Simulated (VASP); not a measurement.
Runs of VASP 6.6.1 on YMn2. It takes space group Fd-3m (No. 227, cubic). Conventional cell: a = 7.660 Å, b = 7.660 Å, c = 7.660 Å, α = 90.00°, β = 90.00°, γ = 90.00°. Y (site symmetry -43m) has 12 Mn at 3.18 Å and 4 Y at 3.32 Å within 4.2 Å. Within 3.6 Å of Mn (site symmetry -3m) lie 6 Mn at 2.71 Å and 6 Y at 3.18 Å. 

| spin | fixed moment (μB) | cutoff (eV) | gap on the mesh (eV) | pressure (GPa) | moment (μB) |
| --- | --- | --- | --- | --- | --- |
| collinear, ferrimagnetic start | - | 520 | none | -8.7 | 8.57 |
| collinear, ferromagnetic start | 17.5 | 500 | - | (a) | 17.50 |
| collinear, ferrimagnetic start | 2.5 | 500 | - | -16.0 | 2.50 |
| collinear, ferromagnetic start | - | 520 | none | -8.7 | 8.57 |

Alike in all rows: task single point; level PBE; potentials or basis VASP PAW PBE potentials, release 64 (Y_sv, Mn_pv); cell as given; k mesh 8 × 8 × 8; smearing gaussian 0.1 eV.

Q: Estimate the missing entries.

A: (a) 10.8.

Caveats: the cell stands under tension (at least some runs); the total moment is fixed, so each spin has its own Fermi level (at least some runs); the cell stands under pressure (at least some runs).

A k mesh can miss the band edges, and the runs leave out spin-orbit coupling on Y.

A gap of «none» marks levels without a gap at the run's occupations.
